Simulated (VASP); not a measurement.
Wanted: the native input for a VASP 6.6.1 run.

```yaml
Task: single point
Functional: PBEsol
Potentials_or_basis: VASP PAW PBE potentials, release 64 (Li_sv, Cl)
Cutoff: 520 eV
k_mesh: 8 × 8 × 8
Occupations: gaussian, width 0.02 eV
Spin: no spin polarisation
Dipole_correction: no
Further_INCAR_settings: ALGO = Normal; EDIFF = 1e-07; NBANDS = 12
```

The structure of LiCl lies in POSCAR:

```
LiCl
1.0
    3.2324000000      0.0000000000      0.0000000000
    0.0000000000      3.2324000000      0.0000000000
    0.0000000000      0.0000000000      3.2324000000
Li Cl
1 1
Direct
    0.0000000000      0.0000000000      0.0000000000
    0.5000000000      0.5000000000      0.5000000000
```

This cell differs from its parent crystal: volume scaled by 1.000 of the coarse rest volume.

The input as run:

INCAR

```
SYSTEM = LiCl
PREC = Accurate
ENCUT = 520
EDIFF = 1E-7
ISMEAR = 0
SIGMA = 0.02
LREAL = .FALSE.
LASPH = .TRUE.
NELM = 60
ALGO = Normal
ISIF = 2
LWAVE = .FALSE.
LCHARG = .FALSE.
GGA = PS
NBANDS = 12
```

KPOINTS

```
regular mesh
0
G
  8 8 8
  0 0 0
```

Potentials or basis: VASP PAW PBE potentials, release 64 (Li_sv, Cl).

Run with:

```console
$ cat potpaw_PBE.64/Li_sv/POTCAR potpaw_PBE.64/Cl/POTCAR > POTCAR
$ mpirun -np 1 vasp_std > vasp.out
```

Results of the run:

The band gap on the k mesh is 4.42 eV, indirect (least direct gap 5.04 eV).

It took 20 s on 1 thread of AMD EPYC 7R13 (shared host), peak memory 0.11 GiB.
